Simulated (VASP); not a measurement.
Write the native input for VASP 6.6.1 that does the following.

* Task: single point
* Functional: PBE
* Potentials or basis: VASP PAW PBE potentials, release 64 (Ag)
* Cutoff: 520 eV
* k mesh: 10 × 10 × 10
* Occupations: gaussian, width 0.15 eV
* Spin: no spin polarisation
* Dipole correction: no
* Further INCAR settings: ALGO = Fast; EDIFF = 1e-06; NBANDS = 12

The structure of Ag lies in POSCAR:

```
Ag
1.0
    0.0000000000      1.9818070000      2.0431000000
    1.9818070000      0.0000000000      2.0431000000
    1.9818070000      1.9818070000      0.0000000000
Ag
1
Direct
    0.0000000000      0.0000000000      0.0000000000
```

This cell differs from its parent crystal: strain -0.030 along x and y, +0.000 along z.

The input as run:

INCAR

```
SYSTEM = Ag
PREC = Accurate
ENCUT = 520
EDIFF = 1E-6
ISMEAR = 0
SIGMA = 0.15
LREAL = .FALSE.
LASPH = .TRUE.
NELM = 80
ALGO = Fast
ISIF = 2
LWAVE = .FALSE.
LCHARG = .FALSE.
GGA = PE
NBANDS = 12
```

KPOINTS

```
regular mesh
0
G
  10 10 10
  0 0 0
```

Potentials or basis: VASP PAW PBE potentials, release 64 (Ag).

The run is started by

```bash
$ cat potpaw_PBE.64/Ag/POTCAR > POTCAR
$ mpirun -np 1 vasp_std > vasp.out
```

It gave:

```
Pressure : 13.3 GPa
```

Caveat: the cell differs from its parent crystal (strain -0.030 along x and y, +0.000 along z).

Wall time 23 s on 1 thread of Intel Xeon 8259CL (shared host), peak memory 0.15 GiB.
